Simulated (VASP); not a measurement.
Wanted: the native input for a VASP 6.6.1 run.

| Quantity | Value |
| --- | --- |
| Task | single point |
| Functional | PBEsol |
| Potentials or basis | VASP PAW PBE potentials, release 64 (C, Si, H) |
| Cutoff | 520 eV |
| k mesh | 9 × 9 × 1 |
| Occupations | gaussian, width 0.05 eV |
| Spin | collinear spin |
| Starting moments | [0.0, 0.0, 0.0, 0.0, 0.0, 0.0, 0.0, 0.0, 1.0] μB |
| Dipole correction | yes |
| Further INCAR settings | ALGO = Normal; EDIFF = 1e-06; NBANDS = 30; NELMDL = -8 |

The structure of Si4HC4 lies in POSCAR:

```
Si4HC4
1.0
    3.0806203182      0.0000000000      0.0000000000
    0.0000000000      3.0806203182      0.0000000000
    0.0000000000      0.0000000000     26.6241463104
C Si H
4 4 1
Direct
    0.0000000000      0.5000000000      0.3192590629
    0.5000000000      0.0000000000      0.4010768042
    0.0000000000      0.5000000000      0.4835985656
    0.5000000000      0.0000000000      0.5627531297
    0.5000000000      0.5000000000      0.3601679335
    0.0000000000      0.0000000000      0.4419856749
    0.5000000000      0.5000000000      0.5238938788
    0.0000000000      0.0000000000      0.6198901875
    0.5000000000      0.0000000000      0.6049115724
```

One way to write it, as run:

INCAR

```
SYSTEM = Si4HC4
PREC = Accurate
ENCUT = 520
EDIFF = 1E-6
ISMEAR = 0
SIGMA = 0.05
LREAL = .FALSE.
LASPH = .TRUE.
NELM = 200
ALGO = Normal
ISIF = 2
LWAVE = .FALSE.
LCHARG = .TRUE.
ISPIN = 2
MAGMOM = 0 0 0 0 0 0 0 0 1
LORBIT = 11
LDIPOL = .TRUE.
IDIPOL = 3
DIPOL = 0.5 0.5 0.480
GGA = PS
LELF = .TRUE.
LVHAR = .TRUE.
LVACPOTAV = .TRUE.
NBANDS = 30
GGA_COMPAT = .FALSE.
NELMDL = -8
```

KPOINTS

```
Automatic mesh
0
G
  9 9 1
  0 0 0
```

Potentials or basis: VASP PAW PBE potentials, release 64 (C, Si, H).

Command:

```sh
$ cat potpaw_PBE.64/C/POTCAR potpaw_PBE.64/Si/POTCAR potpaw_PBE.64/H/POTCAR > POTCAR
$ mpirun -np 1 vasp_std > vasp.out
```

Results of the run:

The largest force is 2.178 eV/Å, the net moment is 0.00 μB per cell and the valence electrons inside the program's atomic spheres are C 2.22, 2.52, 2.53, 2.51; Si 1.69, 1.67, 1.70, 1.60; H 0.74.

Caveat: the PAW data sets were made with another functional, which shifts forces and pressure a little.

Wall time 14 min on 1 thread of Intel(R) Xeon(R) Platinum 8259CL CPU @ 2.50GHz (Skylake/Cascade Lake), on a shared host, peak memory 0.59 GiB.
